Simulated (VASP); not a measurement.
Here is a VASP 6.6.1 calculation.

The input INCAR:

```
SYSTEM = TlRh2
PREC = Accurate
ENCUT = 520
EDIFF = 1E-7
ISMEAR = 0
SIGMA = 0.1
LREAL = .FALSE.
LASPH = .TRUE.
NELM = 80
ALGO = Fast
ISIF = 2
LWAVE = .FALSE.
LCHARG = .TRUE.
GGA = PE
LELF = .TRUE.
LVHAR = .TRUE.
NBANDS = 28
```

Contents of KPOINTS:

```
regular mesh
0
G
  18 18 8
  0 0 0
```

The input POSCAR:

```
TlRh2
1.0
    3.0147528633      0.0000000000      0.0000000000
   -1.5073764316      2.6108525657      0.0000000000
    0.0000000000      0.0000000000      6.5725476307
Tl Rh
1 2
Direct
    0.0000000000      0.0000000000      0.0000000000
    0.6666666667      0.3333333333      0.6529688390
    0.3333333333      0.6666666667      0.3470311610
```

Potentials or basis: VASP PAW PBE potentials, release 64 (Tl_d, Rh_pv).

Launch:

```console
$ cat potpaw_PBE.64/Tl_d/POTCAR potpaw_PBE.64/Rh_pv/POTCAR > POTCAR
$ mpirun -np 1 vasp_std > vasp.out
```

Task: Estimate the pressure.

Result: 0.1 GPa.

Task: What does it give for the largest force?

Result: 0.008 eV/Å.

Task: Estimate the band gap on the k mesh.

Result: Zero (an odd number of electrons rules out a gap without spin polarisation).

Stress tensor (GPa, compression positive):
```
0.02 0.00 0.00
0.00 0.02 0.00
0.00 0.00 0.12
```

Caveat: spin-orbit coupling is left out, which moves the levels of the heavy elements.
